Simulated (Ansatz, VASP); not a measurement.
# InSb3 in VASP and in Ansatz

The input INCAR:

```
  PREC = Accurate
  ENCUT = 520
  EDIFF = 1E-6
  ISMEAR = 0
  SIGMA = 0.15
  LREAL = F
  LASPH = T
  NELM = 80
  ALGO = Normal
  ISIF = 2
  LWAVE = F
  LCHARG = F
  GGA = PE
  NBANDS = 22
```

Contents of KPOINTS:

```
regular mesh
0
Gamma
  10 10 10
```

File POSCAR:

```
InSb3
1.0
    4.4899116307      0.0000000000      0.0000000000
    0.0000000000      4.4899116307      0.0000000000
    0.0000000000      0.0000000000      5.3860979921
In Sb
1 3
Direct
    0.0000000000      0.0000000000      0.0000000000
    0.5000000000      0.0000000000      0.5000000000
    0.0000000000      0.5000000000      0.5000000000
    0.5000000000      0.5000000000      0.0000000000
```

Input for Ansatz:

```yaml
crystal:
  lattice:
    - [4.4899116307, 0.0, 0.0]
    - [0.0, 4.4899116307, 0.0]
    - [0.0, 0.0, 5.3860979921]
  atoms:
    - { symbol: In, position: [0.0, 0.0, 0.0] }
    - { symbol: Sb, position: [0.5, 0.0, 0.5] }
    - { symbol: Sb, position: [0.0, 0.5, 0.5] }
    - { symbol: Sb, position: [0.5, 0.5, 0.0] }
basis:
  ecutwfc: 420
kpoints:
  mp_grid: { grid: [10, 10, 10] }
hamiltonian:
  xc: pbe
  pseudopotentials: { kind: paw, azcp: { folder: soft_1 } }
scf:
  occupations: { method: gaussian, width: 0.15 }
output:
  forces: true
  stress: true
  eigenvalues: true
```

Alike in both runs: task single point; functional PBE; k mesh 10 × 10 × 10; occupations gaussian, width 0.15 eV; no spin polarisation.

```csv
,VASP,Ansatz
version,VASP 6.6.1,Ansatz 0.2.0
potentials or method,"VASP PAW PBE potentials, release 64 (In_d, Sb), cutoff 520 eV","scalar-relativistic, plane waves, PAW"
valence electrons in the cell,28,58
```

```tsv
	VASP	Ansatz	Ansatz less VASP
gap on the k mesh at the Fermi level (eV)	none	none	-
pressure (GPa)	1.6	1.7	+0.07
traceless stress, the component that is largest in VASP (GPa)	-0.57	-0.56	+0.012
```

A gap of «none» marks a metal or a gap that the smearing closes. With one functional, cell and mesh, what is left measures potentials, basis and numerics. VASP's potentials hold 28 valence electrons a cell and Ansatz's 58, so a difference there can come from the potentials and not from the codes.

Spin-orbit coupling is off throughout.
